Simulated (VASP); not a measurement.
# Ag5O in VASP: single point with r2SCAN

Aim: the single point of Ag5O with r2SCAN.

All numbers are computed with VASP 6.6.1; they aren't measurements. Logs are shortened: lines on timing, memory, paths and dates and some standing lists are left out, and cuts for length are marked.

## (1) The cell of the first run

The cell holds a slab with vacuum, 6 atoms: a = 2.904 Å, b = 2.904 Å, c = 28.496 Å, α = 90.00°, β = 90.00°, γ = 120.00°.

## (2) Single point, r2SCAN

Contents of POSCAR:

```
Ag5O
1.0
    2.9036957659      0.0000000000      0.0000000000
   -1.4518478829      2.5146742981      0.0000000000
    0.0000000000      0.0000000000     28.4956926586
Ag O
5 1
Direct
    0.6666666667      0.3333333333      0.2982906961
    0.3333333333      0.6666666667      0.3815988366
    0.6666666667      0.3333333333      0.4638219589
    0.3333333333      0.6666666667      0.5468872857
    0.6666666667      0.3333333333      0.6291342141
    0.6666666667      0.3333333333      0.6989110643
```

Contents of INCAR.step1:

```
SYSTEM = Ag5O
  PREC = Accurate
  ENCUT = 520
  ISMEAR = 0
  SIGMA = 0.1
  LREAL = .FALSE.
  LASPH = .TRUE.
  NELM = 80
  LDIPOL = .TRUE.
  IDIPOL = 3
  DIPOL = 0.5 0.5 0.503
  NBANDS = 40
  GGA = PE
  ALGO = Normal
  EDIFF = 1E-4
  LWAVE = .TRUE.
  LCHARG = .FALSE.
```

Contents of INCAR.step2:

```
SYSTEM = Ag5O
  PREC = Accurate
  ENCUT = 520
  EDIFF = 1E-6
  ISMEAR = 0
  SIGMA = 0.1
  LREAL = .FALSE.
  LASPH = .TRUE.
  NELM = 80
  ALGO = Normal
  ISIF = 2
  LWAVE = .FALSE.
  LCHARG = .FALSE.
  LDIPOL = .TRUE.
  IDIPOL = 3
  DIPOL = 0.5 0.5 0.503
  METAGGA = R2SCAN
  LMIXTAU = .TRUE.
  NBANDS = 40
  ISTART = 1
```

Contents of KPOINTS:

```
regular mesh
0
G
  12 12 1
  0 0 0
```

Potentials or basis: VASP PAW PBE potentials, release 64 (Ag, O).

The run is started by

```console
> cat potpaw_PBE.64/Ag/POTCAR potpaw_PBE.64/O/POTCAR > POTCAR
> cp INCAR.step1 INCAR
> mpirun -np 1 vasp_std > vasp.out
> cp INCAR.step2 INCAR
> mpirun -np 1 vasp_std > vasp.out
```

OUTCAR:

```text
SYSTEM = Ag5O
   PREC = Accurate
   ENCUT = 520
   EDIFF = 1E-6
   ISMEAR = 0
   LREAL = .FALSE.
   LASPH = .TRUE.
   NELM = 80
   ISIF = 2
   METAGGA = R2SCAN
   ISTART = 1

 ion  position               nearest neighbor table
   1  0.667  0.333  0.298-   2 2.91   2 2.91   2 2.91
   2  0.333  0.667  0.382-   3 2.88   3 2.88   3 2.88   1 2.91   1 2.91   1 2.91
   3  0.667  0.333  0.464-   2 2.88   2 2.88   2 2.88   4 2.90   4 2.90   4 2.90
   4  0.333  0.667  0.547-   5 2.88   5 2.88   5 2.88   3 2.90   3 2.90   3 2.90
   5  0.667  0.333  0.629-   6 1.99   4 2.88   4 2.88   4 2.88
   6  0.667  0.333  0.699-   5 1.99

  LATTYP: Found a hexagonal cell.
 ALAT       =     2.9036957659
 C/A-ratio  =     9.8135944520

  Lattice vectors:

 A1 = (   2.9036957659,   0.0000000000,   0.0000000000)
 A2 = (  -1.4518478829,   2.5146742981,   0.0000000000)
 A3 = (   0.0000000000,   0.0000000000,  28.4956926586)

Analysis of symmetry for initial positions (statically):
=====================================================================
 Subroutine PRICEL returns:
 Original cell was already a primitive cell.

 Routine SETGRP: Setting up the symmetry group for a
 hexagonal supercell.

 Subroutine GETGRP returns: Found  6 space group operations
 (whereof  6 operations were pure point group operations)
 out of a pool of 24 trial point group operations.

The static configuration has the point symmetry C_3v.

Analysis of symmetry for dynamics (positions and initial velocities):
=====================================================================
 Subroutine PRICEL returns:
 Original cell was already a primitive cell.

 Routine SETGRP: Setting up the symmetry group for a
 hexagonal supercell.

 Subroutine GETGRP returns: Found  6 space group operations
 (whereof  6 operations were pure point group operations)
 out of a pool of 24 trial point group operations.

The dynamic configuration has the point symmetry C_3v.

 Subroutine INISYM returns: Found  6 space group operations
 (whereof  6 operations are pure point group operations),
 and found     1 'primitive' translations

----------------------------------------------------------------------------------------

                                     Primitive cell

  volume of cell :     208.0712

  direct lattice vectors                    reciprocal lattice vectors
     2.903695766  0.000000000  0.000000000     0.344388697  0.198832907  0.000000000
    -1.451847883  2.514674298  0.000000000     0.000000000  0.397665813  0.000000000
     0.000000000  0.000000000 28.495692659     0.000000000  0.000000000  0.035093023

  length of vectors
     2.903695766  2.903695766 28.495692659     0.397665813  0.397665813  0.035093023

  position of ions in fractional coordinates (direct lattice)
     0.666666667  0.333333333  0.298290696
     0.333333333  0.666666667  0.381598837
     0.666666667  0.333333333  0.463821959
     0.333333333  0.666666667  0.546887286
     0.666666667  0.333333333  0.629134214
     0.666666667  0.333333333  0.698911064

  ion indices of the primitive-cell ions
   primitive index   ion index
                 1           1
                 2           2
                 3           3
                 4           4
                 5           5
                 6           6

----------------------------------------------------------------------------------------

 KPOINTS: regular mesh

Automatic generation of k-mesh.
 Grid dimensions read from file:
 generate k-points for:   12   12    1

 Generating k-lattice:

  Cartesian coordinates                     Fractional coordinates (reciprocal lattice)
     0.028699058  0.016569409  0.000000000     0.083333333  0.000000000  0.000000000
     0.000000000  0.033138818  0.000000000     0.000000000  0.083333333  0.000000000
     0.000000000  0.000000000  0.035093023     0.000000000  0.000000000  1.000000000

  Length of vectors
     0.033138818  0.033138818  0.035093023

  Shift w.r.t. Gamma in fractional coordinates (k-lattice)
     0.000000000  0.000000000  0.000000000

 Subroutine IBZKPT returns following result:
 ===========================================

 Found     19 irreducible k-points:

 Following reciprocal coordinates:
            Coordinates               Weight
  0.000000  0.000000  0.000000      1.000000
  0.083333  0.000000  0.000000      6.000000
  0.166667 -0.000000  0.000000      6.000000
  0.250000  0.000000  0.000000      6.000000
  0.333333 -0.000000  0.000000      6.000000
  0.416667  0.000000  0.000000      6.000000
[... 11 lines left out ...]
  0.333333  0.250000  0.000000     12.000000
  0.333333  0.333333  0.000000      2.000000
   k-points           NKPTS =     19   k-points in BZ     NKDIM =     19   number of bands    NBANDS=     40
   number of dos      NEDOS =    301   number of ions     NIONS =      6
   total plane-waves  NPLWV = 124416
   dimension x,y,z NGX =    24 NGY =   24 NGZ =  216
   dimension x,y,z NGXF=    48 NGYF=   48 NGZF=  432
   ions per type =               5   1
   NGX,Y,Z   is equivalent  to a cutoff of  13.74, 13.74, 12.60 a.u.
   NGXF,Y,Z  is equivalent  to a cutoff of  27.48, 27.48, 25.20 a.u.
 SYSTEM =  Ag5O
   PREC   = accura    normal or accurate (medium, high low for compatibility)
   ISTART =      1    job   : 0-new  1-cont  2-samecut
   ICHARG =      0    charge: 1-file 2-atom 10-const
   ISPIN  =      1    spin polarized calculation?
   LNONCOLLINEAR =      F non collinear calculations
   LSORBIT =      F    spin-orbit coupling
   LASPH  =      T    aspherical Exc in radial PAW
   ENCUT  =  520.0 eV  38.22 Ry    6.18 a.u.   5.40  5.40 52.98*2*pi/ulx,y,z
   NELM   =     80;   NELMIN=  2; NELMDL=  0     # of ELM steps
   EDIFF  = 0.1E-05   stopping-criterion for ELM
   LREAL  =      F    real-space projection
   EDIFFG = 0.1E-04   stopping-criterion for IOM
   NSW    =      0    number of steps for IOM
   IBRION =     -1    ionic relax: 0-MD 1-quasi-New 2-CG
   NFREE  =      0    steps in history (QN), initial steepest desc. (CG)
   ISIF   =      2    stress and relaxation
   ISYM   =      2    0-nonsym 1-usesym 2-fastsym
   POTIM  = 0.5000    time-step for ionic-motion
   TEBEG  =    0.0;   TEEND  =   0.0 temperature during run
   PSTRESS=    0.0 pullay stress
   NELECT =      61.0000    total number of electrons
   NUPDOWN=      -1.0000    fix difference up-down
   EMIN   =  10.00;   EMAX   =-10.00  energy-range for DOS
   EFERMI =   0.00;   METHOD = LEGACY
   ISMEAR =     0;   SIGMA  =   0.10  broadening in eV -4-tet -1-fermi 0-gaus
   EFERMI_NEDOS =   21; number of points for ismear=-14 and -15
   IALGO  =     38    algorithm
   IMIX   =      4    mixing-type and parameters
     AMIX     =   0.40;   BMIX     =  1.00
     AMIX_MAG =   1.60;   BMIX_MAG =  1.00
  volume/ion in A,a.u.               =      34.68       234.02
  Fermi-wavevector in a.u.,A,eV,Ry     =   1.087545  2.055163 16.092360  1.182755
  Thomas-Fermi vector in A             =   2.223707
   LORBIT       =      0    0 simple, 1 ext, 2 COOP (PROOUT), +10 PAW based schemes
   METAGGA = R2SCAN    functional components
   LHFCALC =     F    Hartree Fock is set to
   AEXX    =    0.0000 exact exchange contribution
   IVDW    =     0    specifies the selected vdW correction
   LEPSILON=     F    determine dielectric tensor
   LRPA    =     F    only Hartree local field effects (RPA)
 non-spin polarized calculation
 Gauss-broadening in eV      SIGMA  =   0.10
  energy-cutoff  :      520.00
  volume of cell :      208.07
 maximum number of plane-waves:      5697
 NGX is ok and might be reduce to    24
   NGX = 11   NGY = 11   NGZ =105

 number of electron      61.0000001 magnetization

 dipolmoment           0.000000      0.000000      0.219851 electrons x Angstroem

 Free energy of the ion-electron system (eV)
  ---------------------------------------------------
  ext. energy  EPLUGINS =         0.00000000
  ---------------------------------------------------
  free energy    TOTEN  =      -109.56958972 eV

  energy without entropy =     -109.53307663  energy(sigma->0) =     -109.55133317

 E-fermi :  -0.4824     XC(G=0):  -6.3197

 val. band max:       -0.4986838604   @ k =   0.3333   0.0833   0.0000
 cond. band min:      -0.4792790909   @ k =   0.2500   0.1667   0.0000
 fundamental gap:      0.0194047695
 Fermi energy:        -0.4823869246

 k-point     1 :       0.0000    0.0000    0.0000
  band No.  band energies     occupation
      1     -18.0934      2.00000
      2      -8.1290      2.00000
      3      -7.4201      2.00000
      4      -7.1290      2.00000
      5      -6.9245      2.00000
      6      -6.5958      2.00000
[... 32 lines left out ...]
     39       7.9122      0.00000
     40       9.1540      0.00000

 k-point     2 :       0.0833    0.0000    0.0000
  band No.  band energies     occupation
      1     -18.0566      2.00000
      2      -7.9380      2.00000
      3      -7.2413      2.00000
      4      -7.0113      2.00000
      5      -6.7817      2.00000
      6      -6.4664      2.00000
[... 32 lines left out ...]
     39       8.0825      0.00000
     40       9.3226      0.00000

 k-point     3 :       0.1667   -0.0000    0.0000
  band No.  band energies     occupation
      1     -17.9543      2.00000
      2      -7.4281      2.00000
      3      -6.8212      2.00000
      4      -6.7469      2.00000
      5      -6.4719      2.00000
      6      -6.1914      2.00000
[... 638 lines left out ...]
  band No.  band energies     occupation
      1     -17.4494      2.00000
      2      -6.6798      2.00000
      3      -6.5516      2.00000
      4      -6.3771      2.00000
      5      -6.3362      2.00000
      6      -6.1600      2.00000
[... 32 lines left out ...]
     39       6.5740      0.00000
     40       7.1703      0.00000

 k-point    19 :       0.3333    0.3333    0.0000
  band No.  band energies     occupation
      1     -17.4285      2.00000
      2      -6.6315      2.00000
      3      -6.3628      2.00000
      4      -6.3387      2.00000
      5      -6.2410      2.00000
      6      -6.1877      2.00000
[... 32 lines left out ...]
     39       6.7345      0.00000
     40       6.8602      0.00000

------------------------ aborting loop because EDIFF is reached ----------------------------------------

 vacuum level on the upper side and lower side of the slab       (xc-potential included)         2.651        -2.692

  FORCE on cell =-STRESS in cart. coord.  units (eV):
  Direction    XX          YY          ZZ          XY          YZ          ZX
  --------------------------------------------------------------------------------------
  -------------------------------------------------------------------------------------
  Total       -1.2637242     -1.2637242      0.0168022     -0.0000000      0.0000000     -0.0000000
  in kB       -9.7308511     -9.7308511      0.1293794     -0.0000000      0.0000000     -0.0000000
  external PRESSURE =      -6.4441076 kB  Pullay stress =       0.0000000 kB

 VOLUME and BASIS-vectors are now :
 -----------------------------------------------------------------------------
  energy-cutoff  :      520.00
  volume of cell :      208.07
      direct lattice vectors                 reciprocal lattice vectors
     2.903695766  0.000000000  0.000000000     0.344388697  0.198832907  0.000000000
    -1.451847883  2.514674298  0.000000000     0.000000000  0.397665813  0.000000000
     0.000000000  0.000000000 28.495692659     0.000000000  0.000000000  0.035093023

 POSITION                                       TOTAL-FORCE (eV/Angst)
 -----------------------------------------------------------------------------------
      1.45185      0.83822      8.50000         0.000000      0.000000      0.038668
     -0.00000      1.67645     10.87392         0.000000      0.000000     -0.048480
      1.45185      0.83822     13.21693        -0.000000      0.000000      0.000974
     -0.00000      1.67645     15.58393         0.000000     -0.000000     -0.006334
      1.45185      0.83822     17.92762         0.000000      0.000000     -0.013433
      1.45185      0.83822     19.91595         0.000000     -0.000000      0.028604
 -----------------------------------------------------------------------------------
    total drift:                               -0.000001      0.000000      0.002943

  FREE ENERGIE OF THE ION-ELECTRON SYSTEM (eV)
  ---------------------------------------------------
  free  energy   TOTEN  =      -109.5695897197 eV

  energy  without entropy=     -109.5330766302  energy(sigma->0) =     -109.55133317

 vacuum level on the upper side and lower side of the slab         9.235         3.790
```

Wall time 54 min (1 thread of Intel Xeon 8259CL, shared host); peak memory 0.46 GiB.

What came out:

```
Free energy            : -109.5696 eV
Largest force          : 0.048 eV/Å
Band gap on the k mesh : zero (an odd number of electrons rules out a gap without spin polarisation)
```

Forces on the atoms (eV/Å):
```
Ag   0.000  0.000  0.039
Ag   0.000  0.000 -0.048
Ag   0.000  0.000  0.001
Ag   0.000  0.000 -0.006
Ag   0.000  0.000 -0.013
O    0.000  0.000  0.029
```

Levels at points of the mesh, in eV from the Fermi level:
| k point | band 29 | band 30 | band 31 | band 32 | band 33 | band 34 |
| --- | --- | --- | --- | --- | --- | --- |
| (0.00, 0.00, 0.00) | -3.42 | -3.09 | -1.51 | -0.16 | 0.44 | 0.44 |
| (0.50, 0.00, 0.00) | 0.02 | 0.22 | 0.66 | 1.22 | 1.49 | 2.38 |

Caveat: the PAW data sets were made with another functional, which shifts forces and pressure a little; an odd number of electrons without spin polarisation forces a metal; a magnetic or distorted state may lie lower.
